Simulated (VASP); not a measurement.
# SbPb (Fm-3m) in VASP: single point with LDA

Aim: the single point of SbPb with LDA.

Everything below comes from runs of VASP 6.6.1. Logs are shortened: lines on timing, memory, paths and dates and some standing lists are left out, and cuts for length are marked.

### 1 The cell of the first run

Symmetry: Fm-3m, No. 225, cubic system. Conventional cell: a = 6.322 Å, b = 6.322 Å, c = 6.322 Å, α = 90.00°, β = 90.00°, γ = 90.00°. Within 4.2 Å of Sb (site symmetry m-3m) lie 6 Pb at 3.16 Å. Within 4.2 Å of Pb (site symmetry m-3m) lie 6 Sb at 3.16 Å.

### 2 Single point, LDA

Contents of INCAR:

```
  PREC = Accurate
  ENCUT = 520
  EDIFF = 1E-6
  ISMEAR = 1
  SIGMA = 0.1
  LREAL = F
  LASPH = T
  NELM = 80
  ALGO = Normal
  ISIF = 2
  LWAVE = F
  LCHARG = T
  LELF = T
  LVHAR = T
  NBANDS = 16
```

Contents of KPOINTS:

```
Automatic mesh
0
Gamma
  6 6 6
```

Contents of POSCAR:

```
SbPb
1.0
    0.0000000000      3.1612430000      3.1612430000
    3.1612430000      0.0000000000      3.1612430000
    3.1612430000      3.1612430000      0.0000000000
Sb Pb
1 1
Direct
    0.5000000000      0.5000000000      0.5000000000
    0.0000000000      0.0000000000      0.0000000000
```

Potentials or basis: VASP PAW LDA potentials, release 64 (Sb, Pb_d).

The run is started by

```sh
cat potpaw_LDA.64/Sb/POTCAR potpaw_LDA.64/Pb_d/POTCAR > POTCAR
mpirun -np 1 vasp_std > vasp.out
```

OUTCAR:

```text
PREC = Accurate
   ENCUT = 520
   EDIFF = 1E-6
   ISMEAR = 1
   LREAL = F
   LASPH = T
   NELM = 80
   ISIF = 2

 ion  position               nearest neighbor table
   1  0.500  0.500  0.500-   2 3.16   2 3.16   2 3.16   2 3.16   2 3.16   2 3.16
   2  0.000  0.000  0.000-   1 3.16   1 3.16   1 3.16   1 3.16   1 3.16   1 3.16

  LATTYP: Found a face centered cubic cell.
 ALAT       =     6.3224860000

  Lattice vectors:

 A1 = (   0.0000000000,   3.1612430000,   3.1612430000)
 A2 = (   3.1612430000,   0.0000000000,   3.1612430000)
 A3 = (   3.1612430000,   3.1612430000,   0.0000000000)

Analysis of symmetry for initial positions (statically):
=====================================================================
 Subroutine PRICEL returns:
 Original cell was already a primitive cell.

 Routine SETGRP: Setting up the symmetry group for a
 face centered cubic supercell.

 Subroutine GETGRP returns: Found 48 space group operations
 (whereof 48 operations were pure point group operations)
 out of a pool of 48 trial point group operations.

The static configuration has the point symmetry O_h .

Analysis of symmetry for dynamics (positions and initial velocities):
=====================================================================
 Subroutine PRICEL returns:
 Original cell was already a primitive cell.

 Routine SETGRP: Setting up the symmetry group for a
 face centered cubic supercell.

 Subroutine GETGRP returns: Found 48 space group operations
 (whereof 48 operations were pure point group operations)
 out of a pool of 48 trial point group operations.

The dynamic configuration has the point symmetry O_h .

 Subroutine INISYM returns: Found 48 space group operations
 (whereof 48 operations are pure point group operations),
 and found     1 'primitive' translations

----------------------------------------------------------------------------------------

                                     Primitive cell

  volume of cell :      63.1835

  direct lattice vectors                    reciprocal lattice vectors
     0.000000000  3.161243000  3.161243000    -0.158165633  0.158165633  0.158165633
     3.161243000  0.000000000  3.161243000     0.158165633 -0.158165633  0.158165633
     3.161243000  3.161243000  0.000000000     0.158165633  0.158165633 -0.158165633

  length of vectors
     4.470672725  4.470672725  4.470672725     0.273950912  0.273950912  0.273950912
[... 64 lines left out ...]
   ISTART =      0    job   : 0-new  1-cont  2-samecut
   ICHARG =      2    charge: 1-file 2-atom 10-const
   ISPIN  =      1    spin polarized calculation?
   LNONCOLLINEAR =      F non collinear calculations
   LSORBIT =      F    spin-orbit coupling
   LASPH  =      T    aspherical Exc in radial PAW
   ENCUT  =  520.0 eV  38.22 Ry    6.18 a.u.   8.31  8.31  8.31*2*pi/ulx,y,z
   NELM   =     80;   NELMIN=  2; NELMDL= -5     # of ELM steps
   EDIFF  = 0.1E-05   stopping-criterion for ELM
   LREAL  =      F    real-space projection
[... 7 lines left out ...]
   TEBEG  =    0.0;   TEEND  =   0.0 temperature during run
   PSTRESS=    0.0 pullay stress
   NELECT =      19.0000    total number of electrons
   NUPDOWN=      -1.0000    fix difference up-down
   EMIN   =  10.00;   EMAX   =-10.00  energy-range for DOS
   EFERMI =   0.00;   METHOD = LEGACY
   ISMEAR =     1;   SIGMA  =   0.10  broadening in eV -4-tet -1-fermi 0-gaus
   EFERMI_NEDOS =   21; number of points for ismear=-14 and -15
   IALGO  =     38    algorithm
   IMIX   =      4    mixing-type and parameters
     AMIX     =   0.40;   BMIX     =  1.00
     AMIX_MAG =   1.60;   BMIX_MAG =  1.00
  volume/ion in A,a.u.               =      31.59       213.19
  Fermi-wavevector in a.u.,A,eV,Ry     =   1.096793  2.072639 16.367206  1.202956
  Thomas-Fermi vector in A             =   2.233142
   LORBIT       =      0    0 simple, 1 ext, 2 COOP (PROOUT), +10 PAW based schemes
   GGA     = CA    functional components
   LHFCALC =     F    Hartree Fock is set to
   AEXX    =    0.0000 exact exchange contribution
   IVDW    =     0    specifies the selected vdW correction
   LEPSILON=     F    determine dielectric tensor
   LRPA    =     F    only Hartree local field effects (RPA)
 non-spin polarized calculation
 Methfessel and Paxton  Order N= 1 SIGMA  =   0.10
  energy-cutoff  :      520.00
  volume of cell :       63.18
 maximum number of plane-waves:      1724
 NGX is ok and might be reduce to    36
   NGX = 17   NGY = 17   NGZ = 17

 number of electron      18.9999998 magnetization

 Free energy of the ion-electron system (eV)
  ---------------------------------------------------
  ext. energy  EPLUGINS =         0.00000000
  ---------------------------------------------------
  free energy    TOTEN  =        -8.90114195 eV

  energy without entropy =       -8.90164953  energy(sigma->0) =       -8.90131114

 E-fermi :   5.9669     XC(G=0):  -9.8503

 val. band max:        5.9052109412   @ k =   0.5000   0.3333   0.1667
 cond. band min:       6.0454194347   @ k =   0.1667   0.0000   0.0000
 fundamental gap:      0.1402084935
 Fermi energy:         5.9668969481

 k-point     1 :       0.0000    0.0000    0.0000
  band No.  band energies     occupation
      1     -10.5565      2.00000
      2     -10.5565      2.00000
      3     -10.5320      2.00000
      4     -10.5320      2.00000
      5     -10.5320      2.00000
      6      -5.4874      2.00000
[... 281 lines left out ...]
      3     -10.5345      2.00000
      4     -10.5101      2.00000
      5     -10.4972      2.00000
      6      -2.7016      2.00000
[... 8 lines left out ...]
     15      14.6162      0.00000
     16      17.4007      0.00000

------------------------ aborting loop because EDIFF is reached ----------------------------------------

  FORCE on cell =-STRESS in cart. coord.  units (eV):
  Direction    XX          YY          ZZ          XY          YZ          ZX
  --------------------------------------------------------------------------------------
  -------------------------------------------------------------------------------------
  Total       -1.1670327     -1.1670327     -1.1670327      0.0000000      0.0000000     -0.0000000
  in kB      -29.5930655    -29.5930655    -29.5930655      0.0000000      0.0000000     -0.0000000
  external PRESSURE =     -29.5930655 kB  Pullay stress =       0.0000000 kB

 VOLUME and BASIS-vectors are now :
 -----------------------------------------------------------------------------
  energy-cutoff  :      520.00
  volume of cell :       63.18
      direct lattice vectors                 reciprocal lattice vectors
     0.000000000  3.161243000  3.161243000    -0.158165633  0.158165633  0.158165633
     3.161243000  0.000000000  3.161243000     0.158165633 -0.158165633  0.158165633
     3.161243000  3.161243000  0.000000000     0.158165633  0.158165633 -0.158165633

 POSITION                                       TOTAL-FORCE (eV/Angst)
 -----------------------------------------------------------------------------------
      3.16124      3.16124      3.16124        -0.000000      0.000000      0.000000
      0.00000      0.00000      0.00000         0.000000      0.000000     -0.000000
 -----------------------------------------------------------------------------------
    total drift:                               -0.000000      0.000000      0.000000

  FREE ENERGIE OF THE ION-ELECTRON SYSTEM (eV)
  ---------------------------------------------------
  free  energy   TOTEN  =        -8.9011419500 eV

  energy  without entropy=       -8.9016495346  energy(sigma->0) =       -8.90131114
```

Wall time 27 s (1 thread of Intel Xeon 8259CL, shared host); peak memory 0.17 GiB.

Results:

| Quantity | Value |
| --- | --- |
| Free energy | -8.9011 eV |
| Pressure | -3.0 GPa |
| Band gap on the k mesh | zero (an odd number of electrons rules out a gap without spin polarisation) |

Caveat: spin-orbit coupling is left out, which moves the levels of the heavy elements.
